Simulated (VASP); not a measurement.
# B in VASP: a series of runs, part 2 of 2

VASP 6.6.1. The steps go on from the part before.

**4. Single point, PBE (the cell strained at random)**

Contents of INCAR:

```
ALGO = Normal
EDIFF = 1E-6
ENCUT = 520
GGA = PE
ISIF = 2
ISMEAR = -1
LASPH = T
LCHARG = F
LREAL = F
LWAVE = F
NBANDS = 8
NELM = 80
PREC = Accurate
SIGMA = 0.05
```

Contents of KPOINTS:

```
k-points
0
Gamma
  14 14 14
```

Contents of POSCAR:

```
B
1.0
    1.9049750000      0.0031930000     -0.0199120000
    0.0031930000      1.8640640000      0.0003960000
   -0.0199120000      0.0003960000      1.8871180000
B
1
Direct
    0.4999830000      0.5183830000      0.5137780000
```

Potentials or basis: VASP PAW PBE potentials, release 64 (B).

On the command line:

```bash
$ cat potpaw_PBE.64/B/POTCAR > POTCAR
$ mpirun -np 1 vasp_std > vasp.out
```

OUTCAR:

```text
EDIFF = 1E-6
   ENCUT = 520
   GGA = PE
   ISIF = 2
   ISMEAR = -1
   LASPH = T
   LREAL = F
   NELM = 80
   PREC = Accurate

 ion  position               nearest neighbor table
   1  0.500  0.518  0.514-

  LATTYP: Found a triclinic cell.
 ALAT       =     1.8640667767
 B/A-ratio  =     1.4227370957
 C/A-ratio  =     1.7417719786
 COS(alpha) =     0.0000775204
 COS(beta)  =     0.5763500512
 COS(gamma) =     0.7025829271

  Lattice vectors:

[... 444 lines left out ...]
      6      37.0591      0.00000
      7      40.1444      0.00000
      8      54.2235      0.00000

 [... further k-points ...]

------------------------ aborting loop because EDIFF is reached ----------------------------------------

  FORCE on cell =-STRESS in cart. coord.  units (eV):
  Direction    XX          YY          ZZ          XY          YZ          ZX
  --------------------------------------------------------------------------------------
  -------------------------------------------------------------------------------------
  Total       -0.0633998      0.1474985     -0.0256312      0.0430297      0.0085506     -0.1624810
  in kB      -15.1599866     35.2694222     -6.1288680     10.2891466      2.0445889    -38.8519772
  external PRESSURE =       4.6601892 kB  Pullay stress =       0.0000000 kB

 VOLUME and BASIS-vectors are now :
 -----------------------------------------------------------------------------
  energy-cutoff  :      520.00
  volume of cell :        6.70
      direct lattice vectors                 reciprocal lattice vectors
     1.904975000  0.003193000 -0.019912000     0.525000687 -0.000900463  0.005539754
     0.003193000  1.864064000  0.000396000    -0.000900463  0.536463836 -0.000122075
    -0.019912000  0.000396000  1.887118000     0.005539754 -0.000122075  0.529967048

 POSITION                                       TOTAL-FORCE (eV/Angst)
 -----------------------------------------------------------------------------------
      0.94388      0.96810      0.95981         0.000000      0.000000      0.000000
 -----------------------------------------------------------------------------------
    total drift:                                0.000000     -0.000000      0.000000

  FREE ENERGIE OF THE ION-ELECTRON SYSTEM (eV)
  ---------------------------------------------------
  free  energy   TOTEN  =        -5.6043645829 eV

  energy  without entropy=       -5.6007905198  energy(sigma->0) =       -5.60257755
```

OSZICAR:

```text
N       E                     dE             d eps       ncg     rms          rms(c)
DAV:   1    -0.349897745044E+01   -0.34990E+01   -0.13466E+03 24904   0.267E+02
DAV:   2    -0.561790796009E+01   -0.21189E+01   -0.20337E+01 28904   0.342E+01
DAV:   3    -0.562025336729E+01   -0.23454E-02   -0.23448E-02 25704   0.119E+00
DAV:   4    -0.562025346784E+01   -0.10055E-06   -0.10007E-06 31720   0.743E-03
DAV:   5    -0.562025346819E+01   -0.34500E-09   -0.38286E-11 24952   0.250E-05    0.163E+00
DAV:   6    -0.560879245408E+01    0.11461E-01   -0.36761E-03 25504   0.352E-01    0.997E-01
DAV:   7    -0.560434190304E+01    0.44506E-02   -0.59406E-03 26560   0.463E-01    0.625E-02
DAV:   8    -0.560436547001E+01   -0.23567E-04   -0.42363E-05 24688   0.520E-02    0.115E-02
DAV:   9    -0.560436458292E+01    0.88709E-06   -0.30091E-06 29232   0.105E-02
   1 F= -.56043646E+01 E0= -.56025776E+01  d E =-.357406E-02
```

stdout:

```text
POSCAR found type information on POSCAR B
 POSCAR found :  1 types and       1 ions
 scaLAPACK will be used
 LDA part: xc-table for (Slater+PW92), standard interpolation
 POSCAR, INCAR and KPOINTS ok, starting setup
 FFT: planning ... GRIDC
 FFT: planning ... GRID_SOFT
 FFT: planning ... GRID
 WAVECAR not read
 entering main loop
```

It took 32 s on 1 thread of Intel Xeon 8259CL, shared host; peak memory 0.16 GiB.

What came out:

```
Free energy            : -5.6044 eV
Pressure               : 0.5 GPa
Band gap on the k mesh : zero (an odd number of electrons rules out a gap without spin polarisation)
```

Caveat: the cell differs from its parent crystal (the cell strained at random).

**5. Single point, PBE0**

This run uses another cell than the first one, of 6.56 Å³/atom.

Contents of POSCAR:

```
B
1.0
    1.8722931886      0.0000000000      0.0000000000
    0.0000000000      1.8722931886      0.0000000000
    0.0000000000      0.0000000000      1.8722931886
B
1
Direct
    0.5000000000      0.5000000000      0.5000000000
```

Contents of INCAR.step1:

```
PREC = Accurate ; ENCUT = 520
EDIFF = 1E-5 ; ISMEAR = -1
SIGMA = 0.05 ; LREAL = False
LASPH = True ; NELM = 100
ALGO = Normal ; ISIF = 2
LWAVE = True ; GGA = PE
NBANDS = 8
```

Contents of INCAR.step2:

```
PREC = Accurate ; ENCUT = 520
EDIFF = 1E-7 ; ISMEAR = -1
SIGMA = 0.05 ; LREAL = False
LASPH = True ; NELM = 100
ALGO = Normal ; ISIF = 2
LWAVE = False ; LCHARG = True
GGA = PE ; LHFCALC = True
AEXX = 0.25 ; PRECFOCK = Normal
LELF = True ; LVHAR = True
ISTART = 1 ; NBANDS = 8
```

Contents of KPOINTS:

```
Automatic mesh
0
Gamma
  7 7 7
```

Potentials or basis: VASP PAW PBE potentials, release 64 (B).

On the command line:

```bash
$ cat potpaw_PBE.64/B/POTCAR > POTCAR
$ cp INCAR.step1 INCAR
$ mpirun -np 1 vasp_std > vasp.out
$ cp INCAR.step2 INCAR
$ mpirun -np 1 vasp_std > vasp.out
```

OUTCAR:

```text
PREC = Accurate
   ENCUT = 520
   EDIFF = 1E-7
   ISMEAR = -1
   LREAL = False
   LASPH = True
   NELM = 100
   ISIF = 2
   GGA = PE
   LHFCALC = True
   AEXX = 0.25
   PRECFOCK = Normal
   ISTART = 1

 ion  position               nearest neighbor table
   1  0.500  0.500  0.500-

  LATTYP: Found a simple cubic cell.
 ALAT       =     1.8722931886

  Lattice vectors:

 A1 = (   1.8722931886,   0.0000000000,   0.0000000000)
 A2 = (   0.0000000000,   1.8722931886,   0.0000000000)
 A3 = (   0.0000000000,   0.0000000000,   1.8722931886)

Analysis of symmetry for initial positions (statically):
=====================================================================
 Subroutine PRICEL returns:
 Original cell was already a primitive cell.

 Routine SETGRP: Setting up the symmetry group for a
 simple cubic supercell.

 Subroutine GETGRP returns: Found 48 space group operations
 (whereof 48 operations were pure point group operations)
 out of a pool of 48 trial point group operations.

The static configuration has the point symmetry O_h .

Analysis of symmetry for dynamics (positions and initial velocities):
=====================================================================
 Subroutine PRICEL returns:
 Original cell was already a primitive cell.

 Routine SETGRP: Setting up the symmetry group for a
 simple cubic supercell.

 Subroutine GETGRP returns: Found 48 space group operations
 (whereof 48 operations were pure point group operations)
 out of a pool of 48 trial point group operations.

The dynamic configuration has the point symmetry O_h .

 Subroutine INISYM returns: Found 48 space group operations
 (whereof 48 operations are pure point group operations),
 and found     1 'primitive' translations

----------------------------------------------------------------------------------------

                                     Primitive cell

  volume of cell :       6.5633

  direct lattice vectors                    reciprocal lattice vectors
     1.872293189  0.000000000  0.000000000     0.534104384  0.000000000  0.000000000
     0.000000000  1.872293189  0.000000000     0.000000000  0.534104384  0.000000000
     0.000000000  0.000000000  1.872293189     0.000000000  0.000000000  0.534104384

  length of vectors
     1.872293189  1.872293189  1.872293189     0.534104384  0.534104384  0.534104384

  position of ions in fractional coordinates (direct lattice)
     0.500000000  0.500000000  0.500000000

  ion indices of the primitive-cell ions
   primitive index   ion index
                 1           1

----------------------------------------------------------------------------------------

 KPOINTS: Automatic mesh

Automatic generation of k-mesh.
 Grid dimensions read from file:
 generate k-points for:    7    7    7

 Generating k-lattice:

  Cartesian coordinates                     Fractional coordinates (reciprocal lattice)
     0.076300626  0.000000000  0.000000000     0.142857143  0.000000000  0.000000000
     0.000000000  0.076300626  0.000000000     0.000000000  0.142857143  0.000000000
     0.000000000  0.000000000  0.076300626     0.000000000  0.000000000  0.142857143

  Length of vectors
     0.076300626  0.076300626  0.076300626

  Shift w.r.t. Gamma in fractional coordinates (k-lattice)
     0.000000000  0.000000000  0.000000000

 Subroutine IBZKPT returns following result:
 ===========================================

 Found     20 irreducible k-points:

 Following reciprocal coordinates:
            Coordinates               Weight
  0.000000  0.000000  0.000000      1.000000
  0.142857  0.000000  0.000000      6.000000
  0.285714  0.000000  0.000000      6.000000
  0.428571  0.000000  0.000000      6.000000
  0.142857  0.142857  0.000000     12.000000
  0.285714  0.142857  0.000000     24.000000
[... 12 lines left out ...]
  0.428571  0.428571  0.285714     24.000000
  0.428571  0.428571  0.428571      8.000000
   k-points           NKPTS =     20   k-points in BZ     NKDIM =    343   number of bands    NBANDS=      8
   number of dos      NEDOS =    301   number of ions     NIONS =      1
   total plane-waves  NPLWV =   2744
   dimension x,y,z NGX =    14 NGY =   14 NGZ =   14
   dimension x,y,z NGXF=    28 NGYF=   28 NGZF=   28
   ions per type =               1
   NGX,Y,Z   is equivalent  to a cutoff of  12.43, 12.43, 12.43 a.u.
   NGXF,Y,Z  is equivalent  to a cutoff of  24.86, 24.86, 24.86 a.u.
 SYSTEM =  unknown system
   PREC   = accura    normal or accurate (medium, high low for compatibility)
   ISTART =      1    job   : 0-new  1-cont  2-samecut
   ICHARG =      0    charge: 1-file 2-atom 10-const
   ISPIN  =      1    spin polarized calculation?
   LNONCOLLINEAR =      F non collinear calculations
   LSORBIT =      F    spin-orbit coupling
   LASPH  =      T    aspherical Exc in radial PAW
   ENCUT  =  520.0 eV  38.22 Ry    6.18 a.u.   3.48  3.48  3.48*2*pi/ulx,y,z
   NELM   =    100;   NELMIN=  2; NELMDL=  0     # of ELM steps
   EDIFF  = 0.1E-06   stopping-criterion for ELM
   LREAL  =      F    real-space projection
   EDIFFG = 0.1E-05   stopping-criterion for IOM
   NSW    =      0    number of steps for IOM
   IBRION =     -1    ionic relax: 0-MD 1-quasi-New 2-CG
   NFREE  =      0    steps in history (QN), initial steepest desc. (CG)
   ISIF   =      2    stress and relaxation
   ISYM   =      3    0-nonsym 1-usesym 2-fastsym
   POTIM  = 0.5000    time-step for ionic-motion
   TEBEG  =    0.0;   TEEND  =   0.0 temperature during run
   PSTRESS=    0.0 pullay stress
   NELECT =       3.0000    total number of electrons
   NUPDOWN=      -1.0000    fix difference up-down
   EMIN   =  10.00;   EMAX   =-10.00  energy-range for DOS
   EFERMI =   0.00;   METHOD = LEGACY
   ISMEAR =    -1;   SIGMA  =   0.05  broadening in eV -4-tet -1-fermi 0-gaus
   EFERMI_NEDOS =   21; number of points for ismear=-14 and -15
   IALGO  =     38    algorithm
   IMIX   =      1    mixing-type and parameters
     AMIX     =   0.40;   BMIX     =  1.00
     AMIX_MAG =   1.60;   BMIX_MAG =  1.00
  volume/ion in A,a.u.               =       6.56        44.29
  Fermi-wavevector in a.u.,A,eV,Ry     =   1.261076  2.383089 21.637531  1.590314
  Thomas-Fermi vector in A             =   2.394554
   LORBIT       =      0    0 simple, 1 ext, 2 COOP (PROOUT), +10 PAW based schemes
   GGA     = PE    functional components
   LHFCALC =     T    Hartree Fock is set to
   PRECFOCK=normal    Normal, Fast or Accurate (Low or Medium for compatibility)
   ENCUT4O =  -1.0   cutoff for four orbital integrals eV
   NKREDX  =     1    reduce k-point grid by
   NKREDY  =     1    reduce k-point grid by
   NKREDZ  =     1    reduce k-point grid by
   AEXX    =    0.2500 exact exchange contribution
   HFSCREEN=    0.0000 screening length (either q_TF or 0.3 A-1)
   HFSCREENC=   0.0000 screening length for correlation (either q_TF or 0.3 A-1)
   ENCUTFOCK=  -1.0 apply spherical cutoff to Coloumb kernel
   IVDW    =     0    specifies the selected vdW correction
   LEPSILON=     F    determine dielectric tensor
   LRPA    =     F    only Hartree local field effects (RPA)
 non-spin polarized calculation
  energy-cutoff  :      520.00
  volume of cell :        6.56
 maximum number of plane-waves:       183
 NGX is ok and might be reduce to    14
  NGX = 12; NGY = 12; NGZ = 12

 number of electron       3.0000000 magnetization

 Free energy of the ion-electron system (eV)
  ---------------------------------------------------
  ext. energy  EPLUGINS =         0.00000000
  ---------------------------------------------------
  free energy    TOTEN  =        -6.60976629 eV

  energy without entropy =       -6.60567939  energy(sigma->0) =       -6.60772284

 E-fermi :   6.9199     XC(G=0):  -9.7833

 val. band max:        6.8703944817   @ k =   0.4286   0.2857   0.2857
 cond. band min:       8.7820043976   @ k =   0.4286   0.4286   0.2857
 fundamental gap:      1.9116099159
 Fermi energy:         6.9199144169

 k-point     1 :       0.0000    0.0000    0.0000
  band No.  band energies     occupation
      1     -11.3833      2.00000
      2      22.9609      0.00000
      3      22.9609      0.00000
      4      22.9609      0.00000
      5      33.2020      0.00000
      6      33.2020      0.00000
      7      42.6555      0.00000
      8      63.4886      0.00000
[... 199 lines left out ...]
 k-point    20 :       0.4286    0.4286    0.4286
  band No.  band energies     occupation
      1      11.3317      0.00000
      2      13.5832      0.00000
      3      13.5832      0.00000
      4      25.3417      0.00000
      5      27.8410      0.00000
      6      27.8410      0.00000
      7      29.0600      0.00000
      8      35.6712      0.00000

------------------------ aborting loop because EDIFF is reached ----------------------------------------

  FORCE on cell =-STRESS in cart. coord.  units (eV):
  Direction    XX          YY          ZZ          XY          YZ          ZX
  --------------------------------------------------------------------------------------
  -------------------------------------------------------------------------------------
  Total       -0.0076703     -0.0076703     -0.0076703      0.0000000      0.0000000      0.0000000
  in kB       -1.8724160     -1.8724160     -1.8724160      0.0000000      0.0000000      0.0000000
  external PRESSURE =      -1.8724160 kB  Pullay stress =       0.0000000 kB

 VOLUME and BASIS-vectors are now :
 -----------------------------------------------------------------------------
  energy-cutoff  :      520.00
  volume of cell :        6.56
      direct lattice vectors                 reciprocal lattice vectors
     1.872293189  0.000000000  0.000000000     0.534104384  0.000000000  0.000000000
     0.000000000  1.872293189  0.000000000     0.000000000  0.534104384  0.000000000
     0.000000000  0.000000000  1.872293189     0.000000000  0.000000000  0.534104384

 POSITION                                       TOTAL-FORCE (eV/Angst)
 -----------------------------------------------------------------------------------
      0.93615      0.93615      0.93615         0.000000      0.000000      0.000000
 -----------------------------------------------------------------------------------
    total drift:                                0.000000      0.000000      0.000000

  FREE ENERGIE OF THE ION-ELECTRON SYSTEM (eV)
  ---------------------------------------------------
  free  energy   TOTEN  =        -6.6097662896 eV

  energy  without entropy=       -6.6056793910  energy(sigma->0) =       -6.60772284
```

OUTCAR.step1:

```text
PREC = Accurate
   ENCUT = 520
   EDIFF = 1E-5
   ISMEAR = -1
   LREAL = False
[... 429 lines left out ...]

 POSITION                                       TOTAL-FORCE (eV/Angst)
 -----------------------------------------------------------------------------------
      0.93615      0.93615      0.93615         0.000000      0.000000      0.000000
 -----------------------------------------------------------------------------------
    total drift:                                0.000000      0.000000     -0.000000

  FREE ENERGIE OF THE ION-ELECTRON SYSTEM (eV)
  ---------------------------------------------------
  free  energy   TOTEN  =        -5.7101490164 eV

  energy  without entropy=       -5.7060621087  energy(sigma->0) =       -5.70810556
```

Wall time 56 s (1 thread of Intel Xeon 8259CL, shared host); peak memory 0.11 GiB.

What came out:

* Free energy: -6.6098 eV
* Pressure: -0.2 GPa
* Band gap on the k mesh: zero (an odd number of electrons rules out a gap without spin polarisation)

Levels at points of the mesh, in eV from the Fermi level:
```
           k point  band 1  band 2  band 3  band 4  band 5  band 6
(0.00, 0.00, 0.00)  -18.30   16.04   16.04   16.04   26.28   26.28
```

Caveat: the k points lie up to 0.48 Å⁻¹ apart, too coarse for converged energies and pressures of a metal; the PAW data sets were made with another functional, which shifts forces and pressure a little.

**6. Overview**

| task | level | cell | k mesh | cutoff (eV) | grid for exact exchange (PRECFOCK) | share of exact exchange | screening parameter | gap on the mesh (eV) | pressure (GPa) | relaxed volume (Å³/atom) |
| --- | --- | --- | --- | --- | --- | --- | --- | --- | --- | --- |
| relaxation of cell and atoms | PBEsol-based screened hybrid with 25 % exact exchange | relaxed from a = 1.885 Å, 1 atom | 7 × 7 × 7 | 600 | Normal | 0.25 | 0.207 1/Å | none | 0.0 | 6.53 |
| relaxation of cell and atoms | HF | relaxed from a = 1.885 Å, 1 atom | 7 × 7 × 7 | 600 | Normal | 1 | - | none | 0.0 | 6.88 |
| single point | PBE | a = 1.905, b = 1.864, c = 1.887 Å, angles 90.0, 91.2, 89.8°, 1 atom | 14 × 14 × 14 | 520 | - | - | - | none | 0.5 | - |
| single point | PBE0 | a = 1.872 Å, 1 atom | 7 × 7 × 7 | 520 | Normal | 0.25 | - | none | -0.2 | - |

Alike in all rows: potentials or basis VASP PAW PBE potentials, release 64 (B); no spin polarisation; smearing fermi-dirac 0.05 eV.

Caveats: some runs use coarse meshes; the PAW data sets were made with another functional, which shifts forces and pressure a little (at least some runs).

Absolute energies hang on the potentials; compare differences alone.
